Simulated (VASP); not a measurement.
CsBr, 2 atoms in the cell. Symmetry: Pm-3m, No. 221, cubic system. The conventional cell has a = 4.238 Å, b = 4.238 Å, c = 4.238 Å, α = 90.00°, β = 90.00°, γ = 90.00°. Cs (site symmetry m-3m) has 8 Br at 3.67 Å and 6 Cs at 4.24 Å within 4.8 Å. Within 4.8 Å of Br (site symmetry m-3m) lie 8 Cs at 3.67 Å and 6 Br at 4.24 Å. 

- Program: VASP 6.6.1
- Task: single point
- Functional: PBE
- Potentials or basis: VASP PAW PBE potentials, release 64 (Cs_sv, Br)
- Cutoff: 500 eV
- k mesh: 6 × 6 × 6
- Occupations: fermi-dirac, width 0.02 eV
- Spin: no spin polarisation
- Dipole correction: no
- Further INCAR settings: ALGO = Normal; EDIFF = 1e-06; NBANDS = 15

Potentials or basis: VASP PAW PBE potentials, release 64 (Cs_sv, Br).

Launch:

```sh
$ cat potpaw_PBE.64/Cs_sv/POTCAR potpaw_PBE.64/Br/POTCAR > POTCAR
$ mpirun -np 1 vasp_std > vasp.out
```

Hardware: 1 thread of Intel Xeon 8259CL (shared host).

Question: How long does it take, and how much memory?

Answer: Run time: 22 s on 1 thread of Intel Xeon 8259CL, with other jobs on the host, peak memory 0.18 GiB. Counts: scf iterations 13, k points 20.
